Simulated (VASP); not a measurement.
Write the native input for VASP 6.6.1 that does the following.

```
Task                   : electric field gradients
Functional             : PBEsol
Potentials or basis    : VASP PAW PBE potentials, release 64 (Zn, S)
Cutoff                 : 520 eV
k mesh                 : 8 × 8 × 8
Occupations            : fermi-dirac, width 0.01 eV
Spin                   : no spin polarisation
Dipole correction      : no
Further INCAR settings : ALGO = Normal; EDIFF = 1e-08; NBANDS = 16
```

The structure of ZnS lies in POSCAR:

```
ZnS
1.0
    0.0000000000      2.7576958202      2.7576958202
    2.7576958202      0.0000000000      2.7576958202
    2.7576958202      2.7576958202      0.0000000000
Zn S
1 1
Direct
    0.0000000000      0.0000000000      0.0000000000
    0.7500000000      0.7500000000      0.7500000000
```

This cell differs from its parent crystal: volume scaled by 1.06.

These files were run (other wordings do the same):

INCAR

```
SYSTEM = ZnS
PREC = Accurate ; ENCUT = 520
EDIFF = 1E-8 ; ISMEAR = -1
SIGMA = 0.01 ; LREAL = .FALSE.
LASPH = .TRUE. ; NELM = 100
ALGO = Normal ; ISIF = 2
LWAVE = .FALSE. ; LCHARG = .FALSE.
GGA = PS ; LEFG = .TRUE.
NBANDS = 16
```

KPOINTS

```
regular mesh
0
G
  8 8 8
  0 0 0
```

Potentials or basis: VASP PAW PBE potentials, release 64 (Zn, S).

Launch:

```sh
$ cat potpaw_PBE.64/Zn/POTCAR potpaw_PBE.64/S/POTCAR > POTCAR
$ mpirun -np 1 vasp_std > vasp.out
```

Results of the run:

```
Pressure               : -5.5 GPa
Band gap on the k mesh : 1.72 eV, direct
```

Caveat: without QUAD_EFG the Cq values of the log hold for a quadrupole moment of 1 mb, not for the nuclei; the PAW data sets were made with another functional, which shifts forces and pressure a little.

Run time: 9.4 s on 1 thread of AMD EPYC 9R45 96-Core Processor (Zen 5), on a shared host, peak memory 0.14 GiB.
